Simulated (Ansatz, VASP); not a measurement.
**MoS2 in VASP and in Ansatz**

File INCAR:

```
SYSTEM = MoS2
ALGO = Normal ; DIPOL = 0.5 0.5 0.255
EDIFF = 1E-6 ; ENCUT = 400
GGA = PE ; GGA_COMPAT = .FALSE.
IDIPOL = 3 ; ISIF = 2
ISMEAR = 0 ; IVDW = 12
LASPH = .TRUE. ; LCHARG = .FALSE.
LDIPOL = .TRUE. ; LREAL = .FALSE.
LWAVE = .FALSE. ; NBANDS = 20
NELM = 120 ; NELMDL = -8
PREC = Accurate ; SIGMA = 0.1
```

Contents of KPOINTS:

```
k-points
0
G
  12 12 1
  0 0 0
```

The input POSCAR:

```
MoS2
1.0
    3.1346592680      0.0000000000      0.0000000000
   -1.5673296340      2.7146945583      0.0000000000
    0.0000000000      0.0000000000     23.9375765799
S Mo
2 1
Direct
    0.0000000000      0.0000000000      0.1879889547
    0.3333333333      0.6666666667      0.3224548761
    0.6666666667      0.3333333333      0.2552219154
```

Input for Ansatz:

```yaml
crystal:
  lattice:
    - [3.1346592662, 0.0, 0.0]
    - [-1.5673296331, 2.7146945567, 0.0]
    - [0.0, 0.0, 23.9375765437]
  atoms:
    - { symbol: S, position: [0.0, 0.0, 0.187988955] }
    - { symbol: Mo, position: [0.6666666667, 0.3333333333, 0.2552219154] }
    - { symbol: S, position: [0.3333333333, 0.6666666667, 0.3224548758] }
basis:
  ecutwfc: 420
kpoints:
  mp_grid: { grid: [12, 12, 1] }
hamiltonian:
  xc: pbe
  pseudopotentials: { kind: paw, azcp: { folder: soft_1 } }
  dispersion: d3bj
scf:
  occupations: { method: gaussian, width: 0.1 }
output:
  forces: true
  eigenvalues: true
efield:
  axis: 3
  dipole_correction: true
  ramp_width: 0.04
```

Alike in both runs: task single point; functional PBE; dispersion D3(BJ); k mesh 12 × 12 × 1; occupations gaussian, width 0.1 eV; no spin polarisation.

|  | VASP | Ansatz |
| --- | --- | --- |
| version | VASP 6.6.1 | Ansatz 0.2.0 |
| potentials or method | VASP PAW PBE potentials, release 64 (S, Mo_sv), cutoff 400 eV | scalar-relativistic, plane waves, PAW |
| valence electrons in the cell | 26 | 26 |

|  | VASP | Ansatz | Ansatz less VASP |
| --- | --- | --- | --- |
| gap on the k mesh at the Fermi level (eV) | none | none | - |
| rms of the force components (eV/Å) | 0.005 | 0.002 | -0.0030 |

A gap of «none» marks a metal or a gap that the smearing closes.
